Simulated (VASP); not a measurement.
# Sb (R-3m) in VASP: a series of runs

The runs below take Sb through single point, with PBEsol.

Program: VASP 6.6.1. These are calculated values, not measurements. Logs are shortened: lines on timing, memory, paths and dates and some standing lists are left out, and cuts for length are marked.

**1. The cell of the first run**

Symmetry: R-3m, No. 166, trigonal system. Conventional cell: a = 4.258 Å, b = 4.258 Å, c = 11.232 Å, α = 90.00°, β = 90.00°, γ = 120.00°. Within 3.8 Å of Sb (site symmetry 3m) lie 6 Sb at 2.88 to 3.33 Å.

**2. Single point, PBEsol (equal xx and yy strain of -1 %)**

File INCAR:

```
PREC = Accurate ; ENCUT = 520
EDIFF = 1E-7 ; ISMEAR = -1
SIGMA = 0.05 ; LREAL = False
LASPH = True ; NELM = 60
ALGO = Normal ; ISIF = 2
LWAVE = False ; LCHARG = False
GGA = PS ; NBANDS = 12
```

File KPOINTS:

```
regular mesh
0
Gamma
  9 9 9
```

File POSCAR:

```
Sb
1.0
    2.1290943287      1.2292331838      3.7440000000
   -2.1290943287      1.2292331838      3.7440000000
    0.0000000000     -2.4584663675      3.7440000000
Sb
2
Direct
    0.2336400000      0.2336400000      0.2336400000
    0.7663600000      0.7663600000      0.7663600000
```

Potentials or basis: VASP PAW PBE potentials, release 64 (Sb).

Launch:

```console
$ cat potpaw_PBE.64/Sb/POTCAR > POTCAR
$ mpirun -np 1 vasp_std > vasp.out
```

OUTCAR:

```text
PREC = Accurate
   ENCUT = 520
   EDIFF = 1E-7
   ISMEAR = -1
   LREAL = False
   LASPH = True
   NELM = 60
   ISIF = 2
   GGA = PS

 ion  position               nearest neighbor table
   1  0.234  0.234  0.234-   2 2.88   2 2.88   2 2.88   2 3.33   2 3.33   2 3.33
   2  0.766  0.766  0.766-   1 2.88   1 2.88   1 2.88   1 3.33   1 3.33   1 3.33

  LATTYP: Found a trigonal (rhomboedric) cell.
 ALAT       =     4.4790169547
 COS(alpha) =     0.5480874637

  Lattice vectors:

 A1 = (   2.1290943287,   1.2292331838,   3.7440000000)
 A2 = (  -2.1290943287,   1.2292331838,   3.7440000000)
 A3 = (   0.0000000000,  -2.4584663675,   3.7440000000)

Analysis of symmetry for initial positions (statically):
=====================================================================
 Subroutine PRICEL returns:
 Original cell was already a primitive cell.

 Routine SETGRP: Setting up the symmetry group for a
 trigonal (rhombohedral) supercell.

 Subroutine GETGRP returns: Found 12 space group operations
 (whereof 12 operations were pure point group operations)
 out of a pool of 12 trial point group operations.

The static configuration has the point symmetry D_3d.

Analysis of symmetry for dynamics (positions and initial velocities):
=====================================================================
 Subroutine PRICEL returns:
 Original cell was already a primitive cell.

 Routine SETGRP: Setting up the symmetry group for a
 trigonal (rhombohedral) supercell.

 Subroutine GETGRP returns: Found 12 space group operations
 (whereof 12 operations were pure point group operations)
 out of a pool of 12 trial point group operations.

The dynamic configuration has the point symmetry D_3d.

 Subroutine INISYM returns: Found 12 space group operations
 (whereof 12 operations are pure point group operations),
 and found     1 'primitive' translations

----------------------------------------------------------------------------------------

                                     Primitive cell

  volume of cell :      58.7917

  direct lattice vectors                    reciprocal lattice vectors
     2.129094329  1.229233184  3.744000000     0.234841638  0.135585883  0.089031339
    -2.129094329  1.229233184  3.744000000    -0.234841638  0.135585883  0.089031339
     0.000000000 -2.458466367  3.744000000     0.000000000 -0.271171766  0.089031339

  length of vectors
     4.479016955  4.479016955  4.479016955     0.285413220  0.285413220  0.285413220

  position of ions in fractional coordinates (direct lattice)
     0.233640000  0.233640000  0.233640000
     0.766360000  0.766360000  0.766360000

  ion indices of the primitive-cell ions
   primitive index   ion index
                 1           1
                 2           2

----------------------------------------------------------------------------------------

 KPOINTS: regular mesh

Automatic generation of k-mesh.
 Grid dimensions read from file:
 generate k-points for:    9    9    9

 Generating k-lattice:

  Cartesian coordinates                     Fractional coordinates (reciprocal lattice)
     0.026093515  0.015065098  0.009892371     0.111111111  0.000000000  0.000000000
    -0.026093515  0.015065098  0.009892371     0.000000000  0.111111111  0.000000000
     0.000000000 -0.030130196  0.009892371     0.000000000  0.000000000  0.111111111

  Length of vectors
     0.031712580  0.031712580  0.031712580

  Shift w.r.t. Gamma in fractional coordinates (k-lattice)
     0.000000000  0.000000000  0.000000000

 Subroutine IBZKPT returns following result:
 ===========================================

 Found     85 irreducible k-points:

 Following reciprocal coordinates:
            Coordinates               Weight
  0.000000  0.000000  0.000000      1.000000
  0.111111  0.000000  0.000000      6.000000
  0.222222  0.000000  0.000000      6.000000
  0.333333  0.000000 -0.000000      6.000000
  0.444444  0.000000  0.000000      6.000000
  0.111111  0.111111  0.000000      6.000000
[... 16 lines left out ...]
 -0.333333  0.333333  0.000000      6.000000
  0.444444  0.444444  0.000000      6.000000
 [... further k-points ...]
   k-points           NKPTS =     85   k-points in BZ     NKDIM =     85   number of bands    NBANDS=     12
   number of dos      NEDOS =    301   number of ions     NIONS =      2
   total plane-waves  NPLWV =  46656
   dimension x,y,z NGX =    36 NGY =   36 NGZ =   36
   dimension x,y,z NGXF=    72 NGYF=   72 NGZF=   72
   ions per type =               2
   NGX,Y,Z   is equivalent  to a cutoff of  13.36, 13.36, 13.36 a.u.
   NGXF,Y,Z  is equivalent  to a cutoff of  26.72, 26.72, 26.72 a.u.
 SYSTEM =  unknown system
   PREC   = accura    normal or accurate (medium, high low for compatibility)
   ISTART =      0    job   : 0-new  1-cont  2-samecut
   ICHARG =      2    charge: 1-file 2-atom 10-const
   ISPIN  =      1    spin polarized calculation?
   LNONCOLLINEAR =      F non collinear calculations
   LSORBIT =      F    spin-orbit coupling
   LASPH  =      T    aspherical Exc in radial PAW
   ENCUT  =  520.0 eV  38.22 Ry    6.18 a.u.   8.33  8.33  8.33*2*pi/ulx,y,z
   NELM   =     60;   NELMIN=  2; NELMDL= -5     # of ELM steps
   EDIFF  = 0.1E-06   stopping-criterion for ELM
   LREAL  =      F    real-space projection
   EDIFFG = 0.1E-05   stopping-criterion for IOM
   NSW    =      0    number of steps for IOM
   IBRION =     -1    ionic relax: 0-MD 1-quasi-New 2-CG
   NFREE  =      0    steps in history (QN), initial steepest desc. (CG)
   ISIF   =      2    stress and relaxation
   ISYM   =      2    0-nonsym 1-usesym 2-fastsym
   POTIM  = 0.5000    time-step for ionic-motion
   TEBEG  =    0.0;   TEEND  =   0.0 temperature during run
   PSTRESS=    0.0 pullay stress
   NELECT =      10.0000    total number of electrons
   NUPDOWN=      -1.0000    fix difference up-down
   EMIN   =  10.00;   EMAX   =-10.00  energy-range for DOS
   EFERMI =   0.00;   METHOD = LEGACY
   ISMEAR =    -1;   SIGMA  =   0.05  broadening in eV -4-tet -1-fermi 0-gaus
   EFERMI_NEDOS =   21; number of points for ismear=-14 and -15
   IALGO  =     38    algorithm
   IMIX   =      4    mixing-type and parameters
     AMIX     =   0.40;   BMIX     =  1.00
     AMIX_MAG =   1.60;   BMIX_MAG =  1.00
  volume/ion in A,a.u.               =      29.40       198.37
  Fermi-wavevector in a.u.,A,eV,Ry     =   0.907060  1.714095 11.194303  0.822758
  Thomas-Fermi vector in A             =   2.030822
   LORBIT       =      0    0 simple, 1 ext, 2 COOP (PROOUT), +10 PAW based schemes
   GGA     = PS    functional components
   LHFCALC =     F    Hartree Fock is set to
   AEXX    =    0.0000 exact exchange contribution
   IVDW    =     0    specifies the selected vdW correction
   LEPSILON=     F    determine dielectric tensor
   LRPA    =     F    only Hartree local field effects (RPA)
 non-spin polarized calculation
  energy-cutoff  :      520.00
  volume of cell :       58.79
 maximum number of plane-waves:      1597
 NGX is ok and might be reduce to    36
   NGX = 17   NGY = 17   NGZ = 17

 number of electron      10.0000000 magnetization

 Free energy of the ion-electron system (eV)
  ---------------------------------------------------
  ext. energy  EPLUGINS =         0.00000000
  ---------------------------------------------------
  free energy    TOTEN  =        -9.10528538 eV

  energy without entropy =       -9.10307291  energy(sigma->0) =       -9.10417914

 E-fermi :   7.4987     XC(G=0):  -9.7793

 val. band max:        7.4849237572   @ k =   0.4444   0.0000   0.0000
 cond. band min:       7.4993083327   @ k =   0.3333   0.2222   0.2222
 fundamental gap:      0.0143845755
 Fermi energy:         7.4987361689

 k-point     1 :       0.0000    0.0000    0.0000
  band No.  band energies     occupation
      1      -5.4744      2.00000
      2       2.8078      2.00000
      3       5.2903      2.00000
      4       5.6750      2.00000
      5       5.6750      2.00000
      6       9.5534      0.00000
      7      10.2173      0.00000
      8      10.2173      0.00000
      9      12.5575      0.00000
     10      12.5575      0.00000
     11      12.6854      0.00000
     12      13.8984      0.00000

 k-point     2 :       0.1111    0.0000    0.0000
  band No.  band energies     occupation
      1      -5.3334      2.00000
      2       2.1666      2.00000
      3       5.3434      2.00000
      4       5.6356      2.00000
      5       5.8983      2.00000
      6       9.5116      0.00000
      7       9.8450      0.00000
      8       9.8912      0.00000
      9      12.0065      0.00000
     10      12.4199      0.00000
     11      12.6085      0.00000
     12      14.9100      0.00000

 k-point     3 :       0.2222    0.0000    0.0000
  band No.  band energies     occupation
      1      -4.9136      2.00000
      2       0.8419      2.00000
      3       5.3561      2.00000
      4       5.5566      2.00000
      5       6.3104      2.00000
      6       8.9474      0.00000
      7       9.0601      0.00000
      8       9.1443      0.00000
      9      12.1400      0.00000
     10      12.7054      0.00000
     11      13.2604      0.00000
     12      16.8100      0.00000
[... 286 lines left out ...]
 k-point    23 :      -0.3333    0.3333    0.0000
  band No.  band energies     occupation
      1      -2.3081      2.00000
      2      -2.1180      2.00000
      3       2.2308      2.00000
      4       4.5367      2.00000
      5       4.8260      2.00000
      6       9.6794      0.00000
      7      10.0379      0.00000
      8      12.6308      0.00000
      9      13.0246      0.00000
     10      13.9232      0.00000
     11      15.3288      0.00000
     12      17.6021      0.00000

 k-point    24 :       0.4444    0.4444    0.0000
  band No.  band energies     occupation
      1      -3.1641      2.00000
      2      -0.4579      2.00000
      3       2.0510      2.00000
      4       3.6356      2.00000
      5       3.7719      2.00000
      6       8.9076      0.00000
      7      12.4577      0.00000
      8      13.0245      0.00000
      9      14.1416      0.00000
     10      16.1254      0.00000
     11      17.2092      0.00000
     12      18.2952      0.00000

 [... further k-points ...]
[... 5 lines left out ...]
  --------------------------------------------------------------------------------------
  -------------------------------------------------------------------------------------
  Total        0.8624842      0.8624842      0.4251557      0.0000000      0.0000000      0.0000000
  in kB       23.5041983     23.5041983     11.5862350      0.0000000      0.0000000      0.0000000
  external PRESSURE =      19.5315439 kB  Pullay stress =       0.0000000 kB

 VOLUME and BASIS-vectors are now :
 -----------------------------------------------------------------------------
  energy-cutoff  :      520.00
  volume of cell :       58.79
      direct lattice vectors                 reciprocal lattice vectors
     2.129094329  1.229233184  3.744000000     0.234841638  0.135585883  0.089031339
    -2.129094329  1.229233184  3.744000000    -0.234841638  0.135585883  0.089031339
     0.000000000 -2.458466367  3.744000000     0.000000000 -0.271171766  0.089031339

 POSITION                                       TOTAL-FORCE (eV/Angst)
 -----------------------------------------------------------------------------------
      0.00000      0.00000      2.62424         0.000000      0.000000      0.307767
      0.00000      0.00000      8.60776         0.000000     -0.000000     -0.307767
 -----------------------------------------------------------------------------------
    total drift:                                0.000000     -0.000000      0.000000

  FREE ENERGIE OF THE ION-ELECTRON SYSTEM (eV)
  ---------------------------------------------------
  free  energy   TOTEN  =        -9.1052853765 eV

  energy  without entropy=       -9.1030729074  energy(sigma->0) =       -9.10417914
```

Wall time 32 s (1 thread of Intel Xeon Platinum 8488C (Sapphire Rapids), shared host); peak memory 0.22 GiB.

Results:

| Quantity | Value |
| --- | --- |
| Free energy | -9.1053 eV |
| Pressure | 2.0 GPa |
| Largest force | 0.308 eV/Å |
| Band gap on the k mesh | zero (band 5 reaches 7.50 eV, above the bottom of band 6 at 7.48 eV) |

Forces in eV/Å, atoms in the order of the input:
```
Sb   0.000  0.000  0.308
Sb   0.000  0.000 -0.308
```

Levels at points of the mesh, in eV from the Fermi level:
```csv
k point,band 1,band 2,band 3,band 4,band 5,band 6,band 7,band 8,band 9,band 10
"(0.00, 0.00, 0.00)",-12.97,-4.69,-2.21,-1.82,-1.82,2.05,2.72,2.72,5.06,5.06
```

Caveat: the cell differs from its parent crystal (equal xx and yy strain of -1 %); the PAW data sets were made with another functional, which shifts forces and pressure a little; spin-orbit coupling is left out, which moves the levels of the heavy elements.

**3. Single point, PBEsol (equal xx and yy strain of +2 %)**

File INCAR:

```
SYSTEM = Sb
PREC = Accurate ; ENCUT = 520
EDIFF = 1E-6 ; ISMEAR = -1
SIGMA = 0.05 ; LREAL = .FALSE.
LASPH = .TRUE. ; NELM = 100
ALGO = Normal ; ISIF = 2
LWAVE = .FALSE. ; LCHARG = .FALSE.
GGA = PS ; NBANDS = 12
```

File KPOINTS:

```
Automatic mesh
0
G
  9 9 9
  0 0 0
```

File POSCAR:

```
Sb
1.0
    2.1936123386      1.2664826742      3.7440000000
   -2.1936123386      1.2664826742      3.7440000000
    0.0000000000     -2.5329653483      3.7440000000
Sb
2
Direct
    0.2336400000      0.2336400000      0.2336400000
    0.7663600000      0.7663600000      0.7663600000
```

Potentials or basis: VASP PAW PBE potentials, release 64 (Sb).

Launch:

```console
$ cat potpaw_PBE.64/Sb/POTCAR > POTCAR
$ mpirun -np 1 vasp_std > vasp.out
```

Wall time 27 s (1 thread of Intel Xeon Platinum 8488C (Sapphire Rapids), shared host); peak memory 0.22 GiB.

It converged, with:

* Free energy: -9.1075 eV
* Pressure: -1.7 GPa
* Largest force: 0.029 eV/Å
* Band gap on the k mesh: 0.15 eV, indirect (least direct gap 0.47 eV)

Forces in eV/Å, atoms in the order of the input:
```
Sb   0.000  0.000  0.029
Sb   0.000  0.000 -0.029
```

Stress tensor (GPa, compression positive):
```
-1.96  0.00  0.00
 0.00 -1.96  0.00
 0.00  0.00 -1.28
```

Levels at points of the mesh, in eV from the valence-band top:
| k point | band 3 | band 4 | band 5 | band 6 | band 7 | band 8 |
| --- | --- | --- | --- | --- | --- | --- |
| (0.00, 0.00, 0.00) | -1.66 | -1.64 | -1.64 | 2.22 | 2.82 | 2.82 |

Caveat: the cell differs from its parent crystal (equal xx and yy strain of +2 %); the PAW data sets were made with another functional, which shifts forces and pressure a little; spin-orbit coupling is left out, which moves the levels of the heavy elements.

**4. Single point, PBEsol (volume scaled by 0.94)**

File INCAR:

```
  PREC = Accurate
  ENCUT = 520
  EDIFF = 1E-6
  ISMEAR = -1
  SIGMA = 0.05
  LREAL = F
  LASPH = T
  NELM = 60
  ALGO = Normal
  ISIF = 2
  LWAVE = F
  LCHARG = T
  GGA = PS
  LELF = T
  LVHAR = T
  NBANDS = 12
```

File KPOINTS:

```
regular mesh
0
Gamma
  9 9 9
```

File POSCAR:

```
Sb
1.0
    2.1066982106      1.2163027790      3.6675703910
   -2.1066982106      1.2163027790      3.6675703910
    0.0000000000     -2.4326055579      3.6675703910
Sb
2
Direct
    0.2336400000      0.2336400000      0.2336400000
    0.7663600000      0.7663600000      0.7663600000
```

Launch:

```console
$ cat potpaw_PBE.64/Sb/POTCAR > POTCAR
$ mpirun -np 1 vasp_std > vasp.out
```

It took 49 s on 1 thread of AMD EPYC 7R43 (Zen 3), shared host; peak memory 0.18 GiB.

The run converged. Its results:

| Item | Value |
| --- | --- |
| Free energy | -9.0576 eV |
| Pressure | 4.9 GPa |
| Largest force | 0.575 eV/Å |
| Band gap on the k mesh | zero (band 5 reaches 8.10 eV, above the bottom of band 6 at 8.02 eV) |

Forces in eV/Å, atoms in the order of the input:
```
Sb   0.000  0.000  0.575
Sb   0.000  0.000 -0.575
```

Stress tensor (GPa, compression positive):
```
5.34 0.00 0.00
0.00 5.34 0.00
0.00 0.00 4.02
```

Levels at points of the mesh, in eV from the Fermi level:
| k point | band 2 | band 3 | band 4 | band 5 | band 6 | band 7 | band 8 | band 9 |
| --- | --- | --- | --- | --- | --- | --- | --- | --- |
| (0.00, 0.00, 0.00) | -4.47 | -2.27 | -1.98 | -1.98 | 2.04 | 2.76 | 2.76 | 4.95 |

Caveat: the PAW data sets were made with another functional, which shifts forces and pressure a little; spin-orbit coupling is left out, which moves the levels of the heavy elements.

**5. Single point, PBEsol (volume scaled by 0.95)**

File INCAR:

```
SYSTEM = Sb
PREC = Accurate ; ENCUT = 520
EDIFF = 1E-7 ; ISMEAR = -1
SIGMA = 0.05 ; LREAL = .FALSE.
LASPH = .TRUE. ; NELM = 100
ALGO = Normal ; ISIF = 2
LWAVE = .FALSE. ; LCHARG = .TRUE.
GGA = PS ; LELF = .TRUE.
LVHAR = .TRUE. ; NBANDS = 12
```

File KPOINTS:

```
Automatic mesh
0
G
  9 9 9
  0 0 0
```

File POSCAR:

```
Sb
1.0
    2.1141424358      1.2206007044      3.6805301114
   -2.1141424358      1.2206007044      3.6805301114
    0.0000000000     -2.4412014087      3.6805301114
Sb
2
Direct
    0.2336400000      0.2336400000      0.2336400000
    0.7663600000      0.7663600000      0.7663600000
```

Launch:

```console
$ cat potpaw_PBE.64/Sb/POTCAR > POTCAR
$ mpirun -np 1 vasp_std > vasp.out
```

Wall time 74 s (1 thread of AMD EPYC 7R43 (Zen 3), shared host); peak memory 0.18 GiB.

It converged, with:

* Free energy: -9.0744 eV
* Pressure: 4.1 GPa
* Largest force: 0.505 eV/Å
* Band gap on the k mesh: zero (band 5 reaches 7.94 eV, above the bottom of band 6 at 7.88 eV)

Forces in eV/Å, atoms in the order of the input:
```
Sb   0.000  0.000  0.505
Sb   0.000  0.000 -0.505
```

Stress tensor (GPa, compression positive):
```
4.48 0.00 0.00
0.00 4.48 0.00
0.00 0.00 3.29
```

Levels at points of the mesh, in eV from the Fermi level:
| k point | band 2 | band 3 | band 4 | band 5 | band 6 | band 7 | band 8 | band 9 |
| --- | --- | --- | --- | --- | --- | --- | --- | --- |
| (0.00, 0.00, 0.00) | -4.52 | -2.24 | -1.95 | -1.95 | 2.05 | 2.75 | 2.75 | 4.97 |

Caveat: the PAW data sets were made with another functional, which shifts forces and pressure a little; spin-orbit coupling is left out, which moves the levels of the heavy elements.

**6. Single point, PBEsol (volume scaled by 0.98)**

File INCAR:

```
PREC = Accurate ; ENCUT = 520
EDIFF = 1E-6 ; ISMEAR = -1
SIGMA = 0.05 ; LREAL = F
LASPH = T ; NELM = 100
ALGO = Normal ; ISIF = 2
LWAVE = F ; LCHARG = T
GGA = PS ; LELF = T
LVHAR = T ; NBANDS = 12
```

File KPOINTS:

```
Automatic mesh
0
Gamma
  9 9 9
```

File POSCAR:

```
Sb
1.0
    2.1361663378      1.2333162102      3.7188717261
   -2.1361663378      1.2333162102      3.7188717261
    0.0000000000     -2.4666324202      3.7188717261
Sb
2
Direct
    0.2336400000      0.2336400000      0.2336400000
    0.7663600000      0.7663600000      0.7663600000
```

Potentials or basis: VASP PAW PBE potentials, release 64 (Sb).

Launch:

```console
$ cat potpaw_PBE.64/Sb/POTCAR > POTCAR
$ mpirun -np 1 vasp_std > vasp.out
```

Run time: 61 s. Hardware: 1 thread of AMD EPYC 7R43 (Zen 3), shared host; peak memory 0.18 GiB.

It converged, with:

- Free energy: -9.1077 eV
- Pressure: 1.9 GPa
- Largest force: 0.314 eV/Å

Forces in eV/Å, atoms in the order of the input:
```
Sb   0.000  0.000  0.314
Sb   0.000  0.000 -0.314
```

Stress tensor (GPa, compression positive):
```
2.17 0.00 0.00
0.00 2.17 0.00
0.00 0.00 1.36
```

Levels at points of the mesh, in eV from the Fermi level:
```csv
k point,band 2,band 3,band 4,band 5,band 6,band 7,band 8,band 9
"(0.00, 0.00, 0.00)",-4.66,-2.12,-1.85,-1.85,2.07,2.74,2.74,5.03
```

Caveat: the PAW data sets were made with another functional, which shifts forces and pressure a little; spin-orbit coupling is left out, which moves the levels of the heavy elements.

**7. Overview**

```tsv
cell	gap on the mesh (eV)	pressure (GPa)	largest force (eV/Å)
a = 4.479 Å, angles 56.8°, 2 atoms	none	2.0	0.31
a = 4.520 Å, angles 58.1°, 2 atoms	0.15	-1.7	0.03
a = 4.401 Å, angles 57.2°, 2 atoms	none	4.9	0.57
a = 4.417 Å, angles 57.2°, 2 atoms	none	4.1	0.51
a = 4.463 Å, angles 57.2°, 2 atoms	-	1.9	0.31
```

Alike in all rows: task single point; level PBEsol; potentials or basis VASP PAW PBE potentials, release 64 (Sb); no spin polarisation; k mesh 9 × 9 × 9; cutoff (eV) 520; smearing fermi-dirac 0.05 eV.

Caveats: the PAW data sets were made with another functional, which shifts forces and pressure a little; spin-orbit coupling is left out, which moves the levels of the heavy elements.

Absolute energies hang on the potentials; compare differences alone.
